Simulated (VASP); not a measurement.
# Mg (P6_3/mmc) in VASP: further runs

Mg is run at these levels: PBE; tasks: single point.

Program: VASP 6.6.1. These are calculated values, not measurements. Logs are shortened: lines on timing, memory, paths and dates and some standing lists are left out, and cuts for length are marked.

### 1 The cell of the first run

It takes space group P6_3/mmc (No. 194, hexagonal). The conventional cell has a = 3.507 Å, b = 3.507 Å, c = 5.559 Å, α = 90.00°, β = 90.00°, γ = 120.00°. Mg (site symmetry -6m2) has 12 Mg at 3.44 to 3.51 Å within 4.5 Å.

### 2 Single point, PBE (Hg replaced by Mg, lengths x 1.041, strained)

File INCAR:

```
ALGO = Normal
EDIFF = 1E-6
ENCUT = 520
GGA = PE
ISIF = 2
ISMEAR = 0
LASPH = True
LCHARG = True
LELF = True
LREAL = False
LVHAR = True
LWAVE = False
NBANDS = 9
NELM = 60
PREC = Accurate
SIGMA = 0.1
```

File KPOINTS:

```
k-points
0
Gamma
  6 6 4
```

File POSCAR:

```
Mg
1.0
    3.5070373946      0.0000000000      0.0000000000
   -1.7535186973      3.0371834757      0.0000000000
    0.0000000000      0.0000000000      5.5592418511
Mg
2
Direct
    0.6666666700      0.3333333300      0.7500000000
    0.3333333300      0.6666666700      0.2500000000
```

Potentials or basis: VASP PAW PBE potentials, release 64 (Mg).

Command:

```sh
$ cat potpaw_PBE.64/Mg/POTCAR > POTCAR
$ mpirun -np 1 vasp_std > vasp.out
```

OUTCAR:

```text
EDIFF = 1E-6
   ENCUT = 520
   GGA = PE
   ISIF = 2
   ISMEAR = 0
   LASPH = True
   LREAL = False
   NELM = 60
   PREC = Accurate

 ion  position               nearest neighbor table
   1  0.667  0.333  0.750-   2 3.44   2 3.44   2 3.44   2 3.44   2 3.44   2 3.44
   2  0.333  0.667  0.250-   1 3.44   1 3.44   1 3.44   1 3.44   1 3.44   1 3.44

  LATTYP: Found a hexagonal cell.
 ALAT       =     3.5070373946
 C/A-ratio  =     1.5851675433

  Lattice vectors:

 A1 = (   3.5070373946,   0.0000000000,   0.0000000000)
 A2 = (  -1.7535186973,   3.0371834757,   0.0000000000)
 A3 = (   0.0000000000,   0.0000000000,   5.5592418511)

Analysis of symmetry for initial positions (statically):
=====================================================================
 Subroutine PRICEL returns:
 Original cell was already a primitive cell.

 Routine SETGRP: Setting up the symmetry group for a
 hexagonal supercell.

 Subroutine GETGRP returns: Found 24 space group operations
 (whereof 12 operations were pure point group operations)
 out of a pool of 24 trial point group operations.

The static configuration has the point symmetry D_3d.
 The point group associated with its full space group is D_6h.

Analysis of symmetry for dynamics (positions and initial velocities):
=====================================================================
 Subroutine PRICEL returns:
 Original cell was already a primitive cell.

 Routine SETGRP: Setting up the symmetry group for a
 hexagonal supercell.

 Subroutine GETGRP returns: Found 24 space group operations
 (whereof 12 operations were pure point group operations)
 out of a pool of 24 trial point group operations.

The dynamic configuration has the point symmetry D_3d.
 The point group associated with its full space group is D_6h.

 Subroutine INISYM returns: Found 24 space group operations
 (whereof 12 operations are pure point group operations),
 and found     1 'primitive' translations

----------------------------------------------------------------------------------------

                                     Primitive cell

  volume of cell :      59.2144

  direct lattice vectors                    reciprocal lattice vectors
     3.507037395  0.000000000  0.000000000     0.285140957  0.164626208  0.000000000
    -1.753518697  3.037183476  0.000000000     0.000000000  0.329252417  0.000000000
     0.000000000  0.000000000  5.559241851     0.000000000  0.000000000  0.179880643

  length of vectors
     3.507037395  3.507037395  5.559241851     0.329252417  0.329252417  0.179880643

  position of ions in fractional coordinates (direct lattice)
     0.666666670  0.333333330  0.750000000
     0.333333330  0.666666670  0.250000000

  ion indices of the primitive-cell ions
   primitive index   ion index
                 1           1
                 2           2

----------------------------------------------------------------------------------------

 KPOINTS: k-points

Automatic generation of k-mesh.
 Grid dimensions read from file:
 generate k-points for:    6    6    4

 Generating k-lattice:

  Cartesian coordinates                     Fractional coordinates (reciprocal lattice)
     0.047523493  0.027437701  0.000000000     0.166666667  0.000000000  0.000000000
     0.000000000  0.054875403  0.000000000     0.000000000  0.166666667  0.000000000
     0.000000000  0.000000000  0.044970161     0.000000000  0.000000000  0.250000000

  Length of vectors
     0.054875403  0.054875403  0.044970161

  Shift w.r.t. Gamma in fractional coordinates (k-lattice)
     0.000000000  0.000000000  0.000000000

 Subroutine IBZKPT returns following result:
 ===========================================

 Found     21 irreducible k-points:

 Following reciprocal coordinates:
            Coordinates               Weight
  0.000000  0.000000  0.000000      1.000000
  0.166667  0.000000  0.000000      6.000000
  0.333333  0.000000  0.000000      6.000000
  0.500000  0.000000  0.000000      3.000000
  0.166667  0.166667  0.000000      6.000000
  0.333333  0.166667  0.000000     12.000000
[... 13 lines left out ...]
  0.333333  0.166667  0.500000     12.000000
  0.333333  0.333333  0.500000      2.000000
   k-points           NKPTS =     21   k-points in BZ     NKDIM =     21   number of bands    NBANDS=      9
   number of dos      NEDOS =    301   number of ions     NIONS =      2
   total plane-waves  NPLWV =  32928
   dimension x,y,z NGX =    28 NGY =   28 NGZ =   42
   dimension x,y,z NGXF=    56 NGYF=   56 NGZF=   84
   ions per type =               2
   NGX,Y,Z   is equivalent  to a cutoff of  13.27, 13.27, 12.56 a.u.
   NGXF,Y,Z  is equivalent  to a cutoff of  26.55, 26.55, 25.12 a.u.
 SYSTEM =  unknown system
   PREC   = accura    normal or accurate (medium, high low for compatibility)
   ISTART =      0    job   : 0-new  1-cont  2-samecut
   ICHARG =      2    charge: 1-file 2-atom 10-const
   ISPIN  =      1    spin polarized calculation?
   LNONCOLLINEAR =      F non collinear calculations
   LSORBIT =      F    spin-orbit coupling
   LASPH  =      T    aspherical Exc in radial PAW
   ENCUT  =  520.0 eV  38.22 Ry    6.18 a.u.   6.52  6.52 10.34*2*pi/ulx,y,z
   NELM   =     60;   NELMIN=  2; NELMDL= -5     # of ELM steps
   EDIFF  = 0.1E-05   stopping-criterion for ELM
   LREAL  =      F    real-space projection
   EDIFFG = 0.1E-04   stopping-criterion for IOM
   NSW    =      0    number of steps for IOM
   IBRION =     -1    ionic relax: 0-MD 1-quasi-New 2-CG
   NFREE  =      0    steps in history (QN), initial steepest desc. (CG)
   ISIF   =      2    stress and relaxation
   ISYM   =      2    0-nonsym 1-usesym 2-fastsym
   POTIM  = 0.5000    time-step for ionic-motion
   TEBEG  =    0.0;   TEEND  =   0.0 temperature during run
   PSTRESS=    0.0 pullay stress
   NELECT =       4.0000    total number of electrons
   NUPDOWN=      -1.0000    fix difference up-down
   EMIN   =  10.00;   EMAX   =-10.00  energy-range for DOS
   EFERMI =   0.00;   METHOD = LEGACY
   ISMEAR =     0;   SIGMA  =   0.10  broadening in eV -4-tet -1-fermi 0-gaus
   EFERMI_NEDOS =   21; number of points for ismear=-14 and -15
   IALGO  =     38    algorithm
   IMIX   =      4    mixing-type and parameters
     AMIX     =   0.40;   BMIX     =  1.00
     AMIX_MAG =   1.60;   BMIX_MAG =  1.00
  volume/ion in A,a.u.               =      29.61       199.80
  Fermi-wavevector in a.u.,A,eV,Ry     =   0.666734  1.259944  6.048252  0.444534
  Thomas-Fermi vector in A             =   1.741126
   LORBIT       =      0    0 simple, 1 ext, 2 COOP (PROOUT), +10 PAW based schemes
   GGA     = PE    functional components
   LHFCALC =     F    Hartree Fock is set to
   AEXX    =    0.0000 exact exchange contribution
   IVDW    =     0    specifies the selected vdW correction
   LEPSILON=     F    determine dielectric tensor
   LRPA    =     F    only Hartree local field effects (RPA)
 non-spin polarized calculation
 Gauss-broadening in eV      SIGMA  =   0.10
  energy-cutoff  :      520.00
  volume of cell :       59.21
 maximum number of plane-waves:      1640
 NGX is ok and might be reduce to    28
   NGX = 13   NGY = 13   NGZ = 21

 number of electron       4.0000000 magnetization

 Free energy of the ion-electron system (eV)
  ---------------------------------------------------
  ext. energy  EPLUGINS =         0.00000000
  ---------------------------------------------------
  free energy    TOTEN  =        -2.66023106 eV

  energy without entropy =       -2.65518771  energy(sigma->0) =       -2.65770938

 E-fermi :   1.3773     XC(G=0):  -7.7391

 val. band max:        1.3513416351   @ k =   0.3333   0.3333   0.2500
 cond. band min:       1.5243936880   @ k =   0.1667   0.1667   0.0000
 fundamental gap:      0.1730520529
 Fermi energy:         1.3773473844

 k-point     1 :       0.0000    0.0000    0.0000
  band No.  band energies     occupation
      1      -4.4725      2.00000
      2       0.2581      2.00000
      3       0.3741      2.00000
      4      10.3499      0.00000
      5      10.3499      0.00000
      6      10.7473      0.00000
      7      10.7473      0.00000
      8      11.9533      0.00000
      9      12.4160      0.00000

 k-point     2 :       0.1667    0.0000    0.0000
  band No.  band energies     occupation
      1      -4.0199      2.00000
      2       0.6805      2.00000
      3       0.8227      2.00000
      4       6.4580      0.00000
      5       8.5305      0.00000
      6       9.4307      0.00000
      7      10.7872      0.00000
      8      11.0273      0.00000
      9      12.6769      0.00000

 k-point     3 :       0.3333    0.0000    0.0000
  band No.  band energies     occupation
      1      -2.6721      2.00000
      2       1.9450      0.00000
      3       2.0505      0.00000
      4       2.7421      0.00000
      5       7.0642      0.00000
      6       7.1819      0.00000
      7       7.3336      0.00000
      8       8.4725      0.00000
      9      11.5769      0.00000

 k-point     4 :       0.5000    0.0000    0.0000
  band No.  band energies     occupation
      1      -0.5700      2.00000
      2      -0.3378      2.00000
      3       3.7854      0.00000
      4       4.2141      0.00000
      5       4.3842      0.00000
      6       4.5013      0.00000
      7       6.9352      0.00000
      8       7.9386      0.00000
      9      11.2120      0.00000
[... 169 lines left out ...]
 k-point    19 :       0.1667    0.1667    0.5000
  band No.  band energies     occupation
      1      -1.9184      2.00000
      2      -1.9184      2.00000
      3       5.6956      0.00000
      4       5.6956      0.00000
      5       5.9685      0.00000
      6       5.9685      0.00000
      7       7.5723      0.00000
      8       7.5723      0.00000
      9      13.2862      0.00000

 k-point    20 :       0.3333    0.1667    0.5000
  band No.  band energies     occupation
      1      -0.1583      2.00000
      2      -0.1583      2.00000
      3       2.4733      0.00000
      4       2.4733      0.00000
      5       5.0543      0.00000
      6       5.0543      0.00000
      7       9.1005      0.00000
      8       9.1005      0.00000
      9      11.4896      0.00000

 k-point    21 :       0.3333    0.3333    0.5000
  band No.  band energies     occupation
      1       1.6695      0.00004
      2       1.6695      0.00004
      3       2.2091      0.00000
      4       2.2091      0.00000
      5       2.2553      0.00000
      6       2.2553      0.00000
      7      10.5895      0.00000
      8      10.5895      0.00000
      9      11.4668      0.00000

------------------------ aborting loop because EDIFF is reached ----------------------------------------

  FORCE on cell =-STRESS in cart. coord.  units (eV):
  Direction    XX          YY          ZZ          XY          YZ          ZX
  --------------------------------------------------------------------------------------
  -------------------------------------------------------------------------------------
  Total       -2.0492636     -2.0492636     -2.0804270      0.0000000     -0.0000000      0.0000000
  in kB      -55.4474292    -55.4474292    -56.2906248      0.0000000     -0.0000000      0.0000000
  external PRESSURE =     -55.7284944 kB  Pullay stress =       0.0000000 kB

 VOLUME and BASIS-vectors are now :
 -----------------------------------------------------------------------------
  energy-cutoff  :      520.00
  volume of cell :       59.21
      direct lattice vectors                 reciprocal lattice vectors
     3.507037395  0.000000000  0.000000000     0.285140957  0.164626208  0.000000000
    -1.753518697  3.037183476  0.000000000     0.000000000  0.329252417  0.000000000
     0.000000000  0.000000000  5.559241851     0.000000000  0.000000000  0.179880643

 POSITION                                       TOTAL-FORCE (eV/Angst)
 -----------------------------------------------------------------------------------
      1.75352      1.01239      4.16943        -0.000000      0.000000      0.000000
     -0.00000      2.02479      1.38981         0.000000      0.000000      0.000000
 -----------------------------------------------------------------------------------
    total drift:                                0.000000     -0.000000      0.000000

  FREE ENERGIE OF THE ION-ELECTRON SYSTEM (eV)
  ---------------------------------------------------
  free  energy   TOTEN  =        -2.6602310577 eV

  energy  without entropy=       -2.6551877118  energy(sigma->0) =       -2.65770938
```

It took 4.7 s on 1 thread of Intel Xeon 6975P-C (Granite Rapids), shared host; peak memory 0.17 GiB.

What came out:

```yaml
Free_energy: -2.6602 eV
Pressure: -5.6 GPa
Band_gap_on_the_k_mesh: zero (bands 2 and 3 overlap by 1.57 eV)
```

Caveat: the cell differs from its parent crystal (Hg replaced by Mg, lengths x 1.041, strained); the cell stands under tension.

### 3 Single point, PBE (Hg replaced by Mg, lengths x 1.041, strained)

File INCAR:

```
  ALGO = Normal
  EDIFF = 1E-6
  ENCUT = 520
  GGA = PE
  ISIF = 2
  ISMEAR = 0
  LASPH = True
  LCHARG = False
  LREAL = False
  LWAVE = False
  NBANDS = 9
  NELM = 100
  PREC = Accurate
  SIGMA = 0.1
```

KPOINTS is that of step 2.

File POSCAR:

```
Mg
1.0
    3.4889121461      0.0000000000      0.0000000000
   -1.7444560730      3.0214865500      0.0000000000
    0.0000000000      0.0000000000      5.5305102955
Mg
2
Direct
    0.6666666700      0.3333333300      0.7500000000
    0.3333333300      0.6666666700      0.2500000000
```

Potentials or basis: VASP PAW PBE potentials, release 64 (Mg).

Command:

```sh
$ cat potpaw_PBE.64/Mg/POTCAR > POTCAR
$ mpirun -np 1 vasp_std > vasp.out
```

OUTCAR:

```text
EDIFF = 1E-6
   ENCUT = 520
   GGA = PE
   ISIF = 2
   ISMEAR = 0
   LASPH = True
   LREAL = False
   NELM = 100
   PREC = Accurate

 ion  position               nearest neighbor table
   1  0.667  0.333  0.750-   2 3.42   2 3.42   2 3.42   2 3.42   2 3.42   2 3.42
   2  0.333  0.667  0.250-   1 3.42   1 3.42   1 3.42   1 3.42   1 3.42   1 3.42

  LATTYP: Found a hexagonal cell.
 ALAT       =     3.4889121461
 C/A-ratio  =     1.5851675433

  Lattice vectors:

 A1 = (   3.4889121461,   0.0000000000,   0.0000000000)
 A2 = (  -1.7444560730,   3.0214865500,   0.0000000000)
 A3 = (   0.0000000000,   0.0000000000,   5.5305102955)

Analysis of symmetry for initial positions (statically):
=====================================================================
 Subroutine PRICEL returns:
 Original cell was already a primitive cell.

 Routine SETGRP: Setting up the symmetry group for a
 hexagonal supercell.

 Subroutine GETGRP returns: Found 24 space group operations
 (whereof 12 operations were pure point group operations)
 out of a pool of 24 trial point group operations.
[... 166 lines left out ...]
 fundamental gap:      0.1778724672
 Fermi energy:         1.4349832766

 k-point     1 :       0.0000    0.0000    0.0000
  band No.  band energies     occupation
      1      -4.4648      2.00000
      2       0.3014      2.00000
      3       0.4437      2.00000
      4      10.5205      0.00000
      5      10.5205      0.00000
      6      10.8943      0.00000
      7      10.8943      0.00000
      8      12.0993      0.00000
      9      12.6065      0.00000
[... 229 lines left out ...]
 k-point    21 :       0.3333    0.3333    0.5000
  band No.  band energies     occupation
      1       1.7295      0.00003
      2       1.7295      0.00003
      3       2.2684      0.00000
      4       2.2684      0.00000
      5       2.3584      0.00000
      6       2.3584      0.00000
      7      10.7700      0.00000
      8      10.7700      0.00000
      9      11.6124      0.00000

------------------------ aborting loop because EDIFF is reached ----------------------------------------

  FORCE on cell =-STRESS in cart. coord.  units (eV):
  Direction    XX          YY          ZZ          XY          YZ          ZX
  --------------------------------------------------------------------------------------
  -------------------------------------------------------------------------------------
  Total       -1.9582472     -1.9582472     -1.9929079     -0.0000000     -0.0000000      0.0000000
  in kB      -53.8148580    -53.8148580    -54.7673730     -0.0000000     -0.0000000      0.0000000
  external PRESSURE =     -54.1323630 kB  Pullay stress =       0.0000000 kB

 VOLUME and BASIS-vectors are now :
 -----------------------------------------------------------------------------
  energy-cutoff  :      520.00
  volume of cell :       58.30
      direct lattice vectors                 reciprocal lattice vectors
     3.488912146  0.000000000  0.000000000     0.286622293  0.165481458  0.000000000
    -1.744456073  3.021486550  0.000000000     0.000000000  0.330962916  0.000000000
     0.000000000  0.000000000  5.530510296     0.000000000  0.000000000  0.180815141

 POSITION                                       TOTAL-FORCE (eV/Angst)
 -----------------------------------------------------------------------------------
      1.74446      1.00716      4.14788        -0.000000      0.000000      0.000000
     -0.00000      2.01432      1.38263         0.000000      0.000000      0.000000
 -----------------------------------------------------------------------------------
    total drift:                                0.000000     -0.000000      0.000000

  FREE ENERGIE OF THE ION-ELECTRON SYSTEM (eV)
  ---------------------------------------------------
  free  energy   TOTEN  =        -2.6915513618 eV

  energy  without entropy=       -2.6863586923  energy(sigma->0) =       -2.68895503
```

OSZICAR:

```text
N       E                     dE             d eps       ncg     rms          rms(c)
DAV:   1     0.108635978450E-01    0.10864E-01   -0.14243E+03   378   0.327E+02
DAV:   2    -0.266351376207E+01   -0.26744E+01   -0.24873E+01   535   0.240E+01
DAV:   3    -0.270514985966E+01   -0.41636E-01   -0.38555E-01   502   0.242E+00
DAV:   4    -0.270533251242E+01   -0.18265E-03   -0.18264E-03   480   0.156E-01
DAV:   5    -0.270533352420E+01   -0.10118E-05   -0.10118E-05   495   0.122E-02    0.102E+00
DAV:   6    -0.270012104301E+01    0.52125E-02   -0.15124E-03   411   0.279E-01    0.656E-01
DAV:   7    -0.269154637880E+01    0.85747E-02   -0.61962E-03   404   0.506E-01    0.419E-02
DAV:   8    -0.269155663847E+01   -0.10260E-04   -0.37104E-05   501   0.362E-02    0.110E-02
DAV:   9    -0.269155193549E+01    0.47030E-05   -0.28770E-06   431   0.831E-03    0.734E-04
DAV:  10    -0.269155136180E+01    0.57369E-06   -0.17929E-08   220   0.827E-04
   1 F= -.26915514E+01 E0= -.26889550E+01  d E =-.519267E-02
```

stdout:

```text
POSCAR found type information on POSCAR Mg
 POSCAR found :  1 types and       2 ions
 scaLAPACK will be used
 LDA part: xc-table for (Slater+PW92), standard interpolation
 POSCAR, INCAR and KPOINTS ok, starting setup
 FFT: planning ... GRIDC
 FFT: planning ... GRID_SOFT
 FFT: planning ... GRID
 WAVECAR not read
 entering main loop
```

Run time: 4.3 s. Hardware: 1 thread of Intel Xeon 6975P-C (Granite Rapids), shared host; peak memory 0.17 GiB.

Results:

| Property | Result |
| --- | --- |
| Free energy | -2.6916 eV |
| Pressure | -5.4 GPa |
| Band gap on the k mesh | zero (bands 2 and 3 overlap by 1.56 eV) |

Stress tensor (GPa, compression positive):
```
-5.38  0.00  0.00
 0.00 -5.38  0.00
 0.00  0.00 -5.48
```

Caveat: the cell differs from its parent crystal (Hg replaced by Mg, lengths x 1.041, strained); the cell stands under tension.

[end of part 1 of 3]

The gap in the log of VASP goes by the Fermi energy; the results here count the filled bands.